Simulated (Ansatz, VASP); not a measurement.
# CdSe in VASP and in Ansatz

```xyz
2
Lattice="0.0000 3.0703 3.0703 3.0703 0.0000 3.0703 3.0703 3.0703 0.0000" Properties=species:S:1:pos:R:3 pbc="T T T"
Cd    0.0000    0.0000    0.0000
Se    1.5351    1.5351    1.5351
```

Alike in both runs: task relaxation of cell and atoms; functional PBE; k mesh 10 × 10 × 10; occupations gaussian, width 0.02 eV; no spin polarisation.

|  | VASP | Ansatz |
| --- | --- | --- |
| version | VASP 6.6.1 | Ansatz 0.2.0 |
| potentials or method | VASP PAW PBE potentials, release 64 (Cd, Se), cutoff 600 eV | scalar-relativistic, plane waves, PAW |
| valence electrons in the cell | 18 | 36 |

|  | VASP | Ansatz | Ansatz less VASP |
| --- | --- | --- | --- |
| gap on the k mesh at the Fermi level, each at its own relaxed structure (eV) | 0.48 | 0.49 | +0.009 |
| relaxed volume (Å³/atom) | 29.87 | 29.75 | -0.123 |
| relaxed cell length with the largest relative difference (Å) | 4.388 | 4.382 | -0.0060 |

VASP's potentials hold 18 valence electrons a cell and Ansatz's 36, so a difference there can come from the potentials and not from the codes.
